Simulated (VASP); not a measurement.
A run of VASP 6.6.1:

INCAR

```
PREC = Accurate
ENCUT = 520
EDIFF = 1E-6
ISMEAR = 0
SIGMA = 0.017
LREAL = False
LASPH = True
NELM = 100
ALGO = Normal
ISIF = 2
LWAVE = False
LCHARG = True
GGA = PE
LELF = True
LVHAR = True
NBANDS = 16
```

File KPOINTS:

```
regular mesh
0
Gamma
  9 9 9
```

The input POSCAR:

```
ZnS
1.0
    0.0000000000      2.7020000000      2.7020000000
    2.7020000000      0.0000000000      2.7020000000
    2.7020000000      2.7020000000      0.0000000000
Zn S
1 1
Direct
    0.7500000000      0.7500000000      0.7500000000
    0.0000000000      0.0000000000      0.0000000000
```

Potentials or basis: VASP PAW PBE potentials, release 64 (Zn, S).

Launch:

```console
$ cat potpaw_PBE.64/Zn/POTCAR potpaw_PBE.64/S/POTCAR > POTCAR
$ mpirun -np 1 vasp_std > vasp.out
```

Hardware: 1 thread of Intel(R) Xeon(R) Platinum 8488C (Sapphire Rapids), with other jobs on the host.

Q: How long does it take, and how much memory?

A: Wall time 17 s on 1 thread of Intel(R) Xeon(R) Platinum 8488C (Sapphire Rapids), on a shared host, peak memory 0.16 GiB. Counts: scf iterations 12, k points 35.
